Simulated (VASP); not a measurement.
Set up this calculation in VASP 6.6.1, as the native input.

* Task: single point
* Functional: PBE
* Potentials or basis: VASP PAW PBE potentials, release 64 (Ca_sv, B, F)
* Cutoff: 520 eV
* k mesh: 4 × 4 × 4
* Occupations: gaussian, width 0.1 eV
* Spin: no spin polarisation
* Dipole correction: no
* Further INCAR settings: ALGO = Normal; EDIFF = 1e-06; NBANDS = 28

The structure of Ca3BF lies in POSCAR:

```
Ca3BF
1.0
    5.2358803852      0.0000000000      0.0000000000
    0.0000000000      5.2358803852      0.0000000000
    0.0000000000      0.0000000000      5.2358803852
Ca B F
3 1 1
Direct
    0.0000000000      0.5000000000      0.5000000000
    0.5000000000      0.0000000000      0.5000000000
    0.5000000000      0.5000000000      0.0000000000
    0.5000000000      0.5000000000      0.5000000000
    0.0000000000      0.0000000000      0.0000000000
```

One way to write it, as run:

INCAR

```
SYSTEM = Ca3BF
ALGO = Normal
EDIFF = 1E-6
ENCUT = 520
GGA = PE
ISIF = 2
ISMEAR = 0
LASPH = .True.
LCHARG = .False.
LREAL = .False.
LWAVE = .False.
NBANDS = 28
NELM = 100
PREC = Accurate
SIGMA = 0.1
```

KPOINTS

```
k-points
0
Gamma
  4 4 4
  0 0 0
```

Potentials or basis: VASP PAW PBE potentials, release 64 (Ca_sv, B, F).

Run with:

```console
$ cat potpaw_PBE.64/Ca_sv/POTCAR potpaw_PBE.64/B/POTCAR potpaw_PBE.64/F/POTCAR > POTCAR
$ mpirun -np 1 vasp_std > vasp.out
```

Results of the run:

```yaml
Pressure: 0.0 GPa
Band_gap_on_the_k_mesh: zero (band 20 reaches 2.20 eV, above the bottom of band 21 at 1.93 eV)
```

It took 49 s on 1 thread of AMD EPYC 7R43 64-Core Processor (Zen 3), on a shared host, peak memory 0.22 GiB.
